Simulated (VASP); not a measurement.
BP:

```xyz
2
Lattice="0.0000 2.1554 2.1554 2.1554 0.0000 2.1554 2.1554 2.1554 0.0000" Properties=species:S:1:pos:R:3 pbc="T T T"
B     0.0000    0.0000    0.0000
P     2.1554    2.1554    2.1554
```

Base run:

```yaml
Program: VASP 6.6.1
Functional: r2SCAN
Potentials_or_basis: VASP PAW PBE potentials, release 64 (B, P)
Cutoff: 550 eV
k_mesh: 8 × 8 × 8
Occupations: fermi-dirac, width 0.02 eV
Spin: no spin polarisation
```

Its results: band gap on the k mesh zero (band 4 reaches 11.22 eV, above the bottom of band 5 at 6.79 eV); pressure -0.8 GPa.

Question: The run is repeated on the same cell with these changes: functional from r2SCAN to PBE; cutoff from 550 eV to 500 eV; k mesh from 8 × 8 × 8 to 6 × 6 × 6. What comes out?

Answer: Band gap on the k mesh zero (band 4 reaches 11.26 eV, above the bottom of band 5 at 6.99 eV); pressure 1.2 GPa.

Several settings changed at once, so the effect can't be laid on one alone.

Caveats: some runs use coarse meshes; the PAW data sets were made with another functional, which shifts forces and pressure a little (some runs).
